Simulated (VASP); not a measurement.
Here is a VASP 6.6.1 calculation.

INCAR

```
  ALGO = Normal
  EDIFF = 1E-7
  ENCUT = 520
  GGA = PE
  ISIF = 2
  ISMEAR = 0
  LASPH = T
  LCHARG = F
  LREAL = F
  LWAVE = F
  NBANDS = 40
  NELM = 100
  PREC = Accurate
  SIGMA = 0.05
```

Contents of KPOINTS:

```
k-points
0
Gamma
  4 4 4
```

POSCAR

```
Si4O7
1.0
    5.0799801732      0.0000000000      0.0000000000
    0.0000000000      5.0799801732      0.0000000000
    0.0000000000      0.0000000000      7.0914769300
Si O
4 7
Direct
    0.2944292339      0.2944292339      0.0000000000
    0.2055707661      0.7944292339      0.2500000000
    0.7055707661      0.7055707661      0.5000000000
    0.7944292339      0.2055707661      0.7500000000
    0.4053663613      0.7409644515      0.4248320116
    0.7590355485      0.9053663613      0.6748320116
    0.5946336387      0.2590355485      0.9248320116
    0.7409644515      0.4053663613      0.5751679884
    1.2100565596      1.2379322976      0.1886776450
    0.2590355485      0.5946336387      0.0751679884
    0.0946336387      0.2409644515      0.8251679884
```

Potentials or basis: VASP PAW PBE potentials, release 64 (Si, O).

Launch:

```console
$ cat potpaw_PBE.64/Si/POTCAR potpaw_PBE.64/O/POTCAR > POTCAR
$ mpirun -np 1 vasp_std > vasp.out
```

Problem. What does it give for the pressure?

Solution. 4.0 GPa.

Problem. Estimate the band gap on the k mesh.

Solution. 1.94 eV.

Problem. Estimate the largest force.

Solution. 14.407 eV/Å.

Forces on the atoms (eV/Å):
```
Si   2.296  2.467 -8.350
Si  -2.522  0.735  0.273
Si   1.972  0.170 -0.815
Si   0.364  0.025  0.232
O    0.353  0.376 -0.234
O   -0.085 -0.027  0.053
O   -0.023 -0.311 -0.050
O   -0.115  0.067 -0.123
O   -2.680 -9.378 10.603
O    0.496  6.129 -1.142
O   -0.057 -0.255 -0.447
```

Caveat: the cell differs from its parent crystal (atoms taken out, atom 9 moved 1.125 of the way to it and +0.675 Å across, host rigid).
